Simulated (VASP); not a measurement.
**Ru: single point with PBE**

The system is Ru.

```
Ru
1.0
     2.70580    0.00000    0.00000
    -1.35290    2.34329    0.00000
     0.00000    0.00000    4.28190
Ru
2
Direct
  0.33333 0.66667 0.25000
  0.66667 0.33333 0.75000
```

```
Program                : VASP 6.6.1
Task                   : single point
Functional             : PBE
Potentials or basis    : VASP PAW PBE potentials, release 64 (Ru_pv)
Cutoff                 : 520 eV
k mesh                 : 24 × 24 × 12
Occupations            : gaussian, width 0.15 eV
Spin                   : no spin polarisation
Dipole correction      : no
Further INCAR settings : ALGO = Fast; EDIFF = 1e-06; NBANDS = 21
```

```json
{
 "Pressure": "4.5 GPa",
 "Band gap on the k mesh": "zero (band 14 reaches 14.45 eV, above the bottom of band 15 at 11.28 eV)"
}
```

Stress tensor (GPa, compression positive):
```
4.89 0.00 0.00
0.00 4.89 0.00
0.00 0.00 3.58
```

Levels at points of the mesh, in eV from the Fermi level:
```csv
k point,band 12,band 13,band 14,band 15,band 16,band 17
"(0.00, 0.00, 0.00)",-1.93,-1.93,-1.41,-1.41,1.17,1.17
"(0.50, 0.00, 0.00)",-1.81,-1.54,1.41,1.83,1.90,4.05
"(0.00, 0.00, 0.50)",-2.78,-2.73,-2.73,0.53,0.53,0.53
"(0.50, 0.00, 0.50)",-1.07,0.43,0.43,1.66,1.66,3.38
```

Wall time 4.9 min on 1 thread of Intel Xeon 6975P-C, with other jobs on the host, peak memory 0.29 GiB.
